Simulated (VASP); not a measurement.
# ZnSnP2 (I-42d) in VASP: notebook, part 2 of 2

VASP 6.6.1. Earlier steps stand in the parts before.

### Step 4. Single point, PBE (24.63 Å³/atom)

This run uses another cell than the first one, of 24.63 Å³/atom.

Input file INCAR:

```
PREC     = Accurate       # precision mode
ENCUT    = 500            # plane-wave cutoff, eV
EDIFF    = 1E-6           # SCF threshold, eV
ISMEAR   = 0              # smearing method
SIGMA    = 0.01           # smearing width, eV
LREAL    = F              # projectors in reciprocal space
LASPH    = T              # aspherical terms in the spheres
NELM     = 120            # most SCF steps
ALGO     = Normal         # electronic algorithm
ISIF     = 2              # what is computed and relaxed
LWAVE    = F              # write WAVECAR
LCHARG   = F              # write CHGCAR
GGA      = PE             # functional
NBANDS   = 46             # bands
GGA_COMPAT= F
```

Input file KPOINTS:

```
Automatic mesh
0
Gamma
  6 6 6
```

Input file POSCAR:

```
ZnSnP2
1.0
   -2.9070437266      2.9070437266      5.8289814983
    2.9070437266     -2.9070437266      5.8289814983
    2.9070437266      2.9070437266     -5.8289814983
Zn Sn P
2 2 4
Direct
    0.7500000000      0.2500000000      0.5000000000
    0.0000000000      0.0000000000      0.0000000000
    0.2500000000      0.7500000000      0.5000000000
    0.5000000000      0.5000000000      0.0000000000
    0.3750000000      0.3527945278      0.4777945278
    0.6472054722      0.1250000000      0.0222054722
    0.1027945278      0.6250000000      0.9777945278
    0.8750000000      0.8972054722      0.5222054722
```

Potentials or basis: VASP PAW PBE potentials, release 64 (Zn, Sn_d, P).

Launch:

```
$ cat potpaw_PBE.64/Zn/POTCAR potpaw_PBE.64/Sn_d/POTCAR potpaw_PBE.64/P/POTCAR > POTCAR
$ mpirun -np 1 vasp_std > vasp.out
```

OUTCAR:

```text
PREC = Accurate
   ENCUT = 500
   EDIFF = 1E-6
   ISMEAR = 0
   LREAL = F
   LASPH = T
   NELM = 120
   ISIF = 2
   GGA = PE

 ion  position               nearest neighbor table
   1  0.750  0.250  0.500-   6 2.45   5 2.45   7 2.45   8 2.45
   2  0.000  0.000  0.000-   8 2.45   6 2.45   7 2.45   5 2.45
   3  0.250  0.750  0.500-   5 2.60   6 2.60   8 2.60   7 2.60
   4  0.500  0.500  0.000-   7 2.60   6 2.60   8 2.60   5 2.60
   5  0.375  0.353  0.478-   1 2.45   2 2.45   3 2.60   4 2.60
   6  0.647  0.125  0.022-   1 2.45   2 2.45   4 2.60   3 2.60
   7  0.103  0.625  0.978-   1 2.45   2 2.45   4 2.60   3 2.60
   8  0.875  0.897  0.522-   2 2.45   1 2.45   3 2.60   4 2.60

  LATTYP: Found a body centered tetragonal cell.
 ALAT       =     5.8140874532
 C/A-ratio  =     2.0051234335

  Lattice vectors:

 A1 = (  -2.9070437266,   2.9070437266,   5.8289814983)
 A2 = (   2.9070437266,  -2.9070437266,   5.8289814983)
 A3 = (   2.9070437266,   2.9070437266,  -5.8289814983)

Analysis of symmetry for initial positions (statically):
=====================================================================
 Subroutine PRICEL returns:
 Original cell was already a primitive cell.

 Routine SETGRP: Setting up the symmetry group for a
 body centered tetragonal supercell.

 Subroutine GETGRP returns: Found  8 space group operations
 (whereof  4 operations were pure point group operations)
 out of a pool of 16 trial point group operations.

The static configuration has the point symmetry S_4 .
 The point group associated with its full space group is D_2d.

Analysis of symmetry for dynamics (positions and initial velocities):
=====================================================================
 Subroutine PRICEL returns:
 Original cell was already a primitive cell.

 Routine SETGRP: Setting up the symmetry group for a
 body centered tetragonal supercell.

 Subroutine GETGRP returns: Found  8 space group operations
 (whereof  4 operations were pure point group operations)
 out of a pool of 16 trial point group operations.

The dynamic configuration has the point symmetry S_4 .
 The point group associated with its full space group is D_2d.

 Subroutine INISYM returns: Found  8 space group operations
 (whereof  4 operations are pure point group operations),
 and found     1 'primitive' translations

----------------------------------------------------------------------------------------

                                     Primitive cell

  volume of cell :     197.0406

  direct lattice vectors                    reciprocal lattice vectors
    -2.907043727  2.907043727  5.828981498     0.000000000  0.171996037  0.085778279
     2.907043727 -2.907043727  5.828981498     0.171996037  0.000000000  0.085778279
     2.907043727  2.907043727 -5.828981498     0.171996037  0.171996037  0.000000000

  length of vectors
     7.132939910  7.132939910  7.132939910     0.192199245  0.192199245  0.243239128

  position of ions in fractional coordinates (direct lattice)
     0.750000000  0.250000000  0.500000000
     0.000000000  0.000000000  0.000000000
[... 48 lines left out ...]
  0.333333  0.000000 -0.000000      8.000000
  0.500000  0.000000 -0.000000      4.000000
  0.166667  0.166667  0.000000      8.000000
  0.333333  0.166667 -0.000000     16.000000
[... 16 lines left out ...]
 -0.333333 -0.333333  0.166667      8.000000
 -0.166667 -0.333333  0.166667      8.000000
 [... further k-points ...]
   k-points           NKPTS =     30   k-points in BZ     NKDIM =     30   number of bands    NBANDS=     46
   number of dos      NEDOS =    301   number of ions     NIONS =      8
   total plane-waves  NPLWV = 157464
   dimension x,y,z NGX =    54 NGY =   54 NGZ =   54
   dimension x,y,z NGXF=   108 NGYF=  108 NGZF=  108
   ions per type =               2   2   4
   NGX,Y,Z   is equivalent  to a cutoff of  12.59, 12.59, 12.59 a.u.
   NGXF,Y,Z  is equivalent  to a cutoff of  25.17, 25.17, 25.17 a.u.
 SYSTEM =  unknown system
   PREC   = accura    normal or accurate (medium, high low for compatibility)
   ISTART =      0    job   : 0-new  1-cont  2-samecut
   ICHARG =      2    charge: 1-file 2-atom 10-const
   ISPIN  =      1    spin polarized calculation?
   LNONCOLLINEAR =      F non collinear calculations
   LSORBIT =      F    spin-orbit coupling
   LASPH  =      T    aspherical Exc in radial PAW
   ENCUT  =  500.0 eV  36.75 Ry    6.06 a.u.  13.00 13.00 13.00*2*pi/ulx,y,z
   NELM   =    120;   NELMIN=  2; NELMDL= -5     # of ELM steps
   EDIFF  = 0.1E-05   stopping-criterion for ELM
   LREAL  =      F    real-space projection
   EDIFFG = 0.1E-04   stopping-criterion for IOM
   NSW    =      0    number of steps for IOM
   IBRION =     -1    ionic relax: 0-MD 1-quasi-New 2-CG
   NFREE  =      0    steps in history (QN), initial steepest desc. (CG)
   ISIF   =      2    stress and relaxation
   ISYM   =      2    0-nonsym 1-usesym 2-fastsym
   POTIM  = 0.5000    time-step for ionic-motion
   TEBEG  =    0.0;   TEEND  =   0.0 temperature during run
   PSTRESS=    0.0 pullay stress
   NELECT =      72.0000    total number of electrons
   NUPDOWN=      -1.0000    fix difference up-down
   EMIN   =  10.00;   EMAX   =-10.00  energy-range for DOS
   EFERMI =   0.00;   METHOD = LEGACY
   ISMEAR =     0;   SIGMA  =   0.01  broadening in eV -4-tet -1-fermi 0-gaus
   EFERMI_NEDOS =   21; number of points for ismear=-14 and -15
   IALGO  =     38    algorithm
   IMIX   =      4    mixing-type and parameters
     AMIX     =   0.40;   BMIX     =  1.00
     AMIX_MAG =   1.60;   BMIX_MAG =  1.00
  volume/ion in A,a.u.               =      24.63       166.21
  Fermi-wavevector in a.u.,A,eV,Ry     =   1.170398  2.211732 18.637702  1.369832
  Thomas-Fermi vector in A             =   2.306857
   LORBIT       =      0    0 simple, 1 ext, 2 COOP (PROOUT), +10 PAW based schemes
   GGA     = PE    functional components
   LHFCALC =     F    Hartree Fock is set to
   AEXX    =    0.0000 exact exchange contribution
   IVDW    =     0    specifies the selected vdW correction
   LEPSILON=     F    determine dielectric tensor
   LRPA    =     F    only Hartree local field effects (RPA)
 non-spin polarized calculation
 Gauss-broadening in eV      SIGMA  =   0.01
  energy-cutoff  :      500.00
  volume of cell :      197.04
 maximum number of plane-waves:      5045
 NGX is ok and might be reduce to    54
   NGX = 25   NGY = 25   NGZ = 25

 number of electron      71.9999976 magnetization

 Free energy of the ion-electron system (eV)
  ---------------------------------------------------
  ext. energy  EPLUGINS =         0.00000000
  ---------------------------------------------------
  free energy    TOTEN  =       -32.93657453 eV

  energy without entropy =      -32.93657453  energy(sigma->0) =      -32.93657453

 E-fermi :   3.9145     XC(G=0):  -9.1602

 val. band max:        3.8272412105   @ k =   0.0000   0.0000   0.0000
 cond. band min:       4.2137539069   @ k =   0.0000   0.0000   0.0000
 fundamental gap:      0.3865126964
 Fermi energy:         3.9145374388

 k-point     1 :       0.0000    0.0000    0.0000
  band No.  band energies     occupation
      1     -17.6197      2.00000
      2     -17.6197      2.00000
      3     -17.6191      2.00000
      4     -17.6057      2.00000
      5     -17.5985      2.00000
      6     -17.5985      2.00000
[... 1165 lines left out ...]
     45       8.1622      0.00000
     46       8.5563      0.00000

 [... further k-points ...]

------------------------ aborting loop because EDIFF is reached ----------------------------------------

  FORCE on cell =-STRESS in cart. coord.  units (eV):
  Direction    XX          YY          ZZ          XY          YZ          ZX
  --------------------------------------------------------------------------------------
  -------------------------------------------------------------------------------------
  Total       -4.1741015     -4.1741015     -4.1049142      0.0000000      0.0000000      0.0000000
  in kB      -33.9404652    -33.9404652    -33.3778889      0.0000000      0.0000000      0.0000000
  external PRESSURE =     -33.7529398 kB  Pullay stress =       0.0000000 kB

 VOLUME and BASIS-vectors are now :
 -----------------------------------------------------------------------------
  energy-cutoff  :      500.00
  volume of cell :      197.04
      direct lattice vectors                 reciprocal lattice vectors
    -2.907043727  2.907043727  5.828981498     0.000000000  0.171996037  0.085778279
     2.907043727 -2.907043727  5.828981498     0.171996037  0.000000000  0.085778279
     2.907043727  2.907043727 -5.828981498     0.171996037  0.171996037  0.000000000

 POSITION                                       TOTAL-FORCE (eV/Angst)
 -----------------------------------------------------------------------------------
     -0.00000      2.90704      2.91449         0.000000      0.000000     -0.000000
      0.00000      0.00000      0.00000        -0.000000      0.000000      0.000000
      2.90704     -0.00000      2.91449        -0.000000      0.000000     -0.000000
      0.00000      0.00000      5.82898        -0.000000      0.000000     -0.000000
      1.32442      1.45352      1.45725         0.128349      0.000000     -0.000000
     -1.45352      1.58263      4.37174        -0.000000     -0.128349     -0.000000
      4.36057      1.32442     -1.45725         0.000000      0.128349     -0.000000
      1.58263      1.45352      7.28623        -0.128349      0.000000     -0.000000
 -----------------------------------------------------------------------------------
    total drift:                               -0.000003     -0.000003     -0.000003

  FREE ENERGIE OF THE ION-ELECTRON SYSTEM (eV)
  ---------------------------------------------------
  free  energy   TOTEN  =       -32.9365745343 eV

  energy  without entropy=      -32.9365745343  energy(sigma->0) =      -32.93657453
```

Wall time 9.3 min (1 thread of Oxide Virtual Turin-like, shared host); peak memory 0.49 GiB.

Results:

| Quantity | Value |
| --- | --- |
| Free energy | -32.9366 eV |
| Pressure | -3.4 GPa |
| Largest force | 0.128 eV/Å |
| Band gap on the k mesh | 0.39 eV |

Forces on the atoms (eV/Å):
```
Zn   0.000  0.000  0.000
Zn   0.000  0.000  0.000
Sn   0.000  0.000  0.000
Sn   0.000  0.000  0.000
P    0.128  0.000  0.000
P    0.000 -0.128  0.000
P    0.000  0.128  0.000
P   -0.128  0.000  0.000
```

Caveat: the cell stands under tension; semilocal functionals underestimate gaps, and a narrow one can read as zero; spin-orbit coupling is left out, which moves the levels of the heavy elements.

### Step 5. The runs side by side

| cell | gap on the mesh (eV) | pressure (GPa) | largest force (eV/Å) |
| --- | --- | --- | --- |
| a = 6.996 Å, angles 131.9, 131.9, 70.4°, 8 atoms | 0.69 | 0.0 | 0.02 |
| a = 7.065 Å, angles 131.9, 131.9, 70.4°, 8 atoms | 0.54 | -1.8 | 0.08 |
| a = 7.133 Å, angles 131.9, 131.9, 70.4°, 8 atoms | 0.39 | -3.4 | 0.13 |

Alike in all rows: task single point; level PBE; potentials or basis VASP PAW PBE potentials, release 64 (Zn, Sn_d, P); no spin polarisation; k mesh 6 × 6 × 6; cutoff (eV) 500; smearing gaussian 0.01 eV.

Caveats: semilocal functionals underestimate gaps, and a narrow one can read as zero; spin-orbit coupling is left out, which moves the levels of the heavy elements; the cell stands under tension (at least some runs).

Total energies depend on the potentials used, so only differences within one code and one set of settings carry meaning.
